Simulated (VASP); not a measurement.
A run of VASP 6.6.1 is set up as follows.

POSCAR

```
Rh
1.0
   -1.5512143374      1.8877729527      1.3835981768
    1.8877729527     -1.5512143374      1.3835981768
    3.1518613814      3.1518613814     -0.7671904565
Rh
2
Direct
    0.0416678326      0.9583321674      0.0000000000
    0.7083321674      0.2916678326      0.5000000000
```

The input INCAR.step1:

```
SYSTEM = Rh
  PREC = Accurate
  ENCUT = 520
  ISMEAR = -1
  SIGMA = 0.1
  LREAL = .False.
  LASPH = .True.
  NELM = 100
  NBANDS = 22
  GGA = PE
  ALGO = Normal
  EDIFF = 1E-4
  LWAVE = .True.
  LCHARG = .False.
```

File INCAR.step2:

```
SYSTEM = Rh
  PREC = Accurate
  ENCUT = 520
  EDIFF = 1E-6
  ISMEAR = -1
  SIGMA = 0.1
  LREAL = .False.
  LASPH = .True.
  NELM = 100
  ALGO = Normal
  ISIF = 2
  LWAVE = .False.
  LCHARG = .False.
  METAGGA = R2SCAN
  LMIXTAU = .True.
  NBANDS = 22
  ISTART = 1
```

Contents of KPOINTS:

```
regular mesh
0
Gamma
  15 15 8
  0 0 0
```

Potentials or basis: VASP PAW PBE potentials, release 64 (Rh_pv).

Run with:

```sh
$ cat potpaw_PBE.64/Rh_pv/POTCAR > POTCAR
$ cp INCAR.step1 INCAR
$ mpirun -np 1 vasp_std > vasp.out
$ cp INCAR.step2 INCAR
$ mpirun -np 1 vasp_std > vasp.out
```

Predict the band gap on the k mesh.

zero (bands 15 and 16 overlap by 1.98 eV).

Estimate the pressure.

-22.7 GPa.

Stress tensor (GPa, compression positive):
```
-22.79  -0.42   0.11
 -0.42 -22.79   0.11
  0.11   0.11 -22.39
```

Caveat: the cell stands under tension; the PAW data sets were made with another functional, which shifts forces and pressure a little.
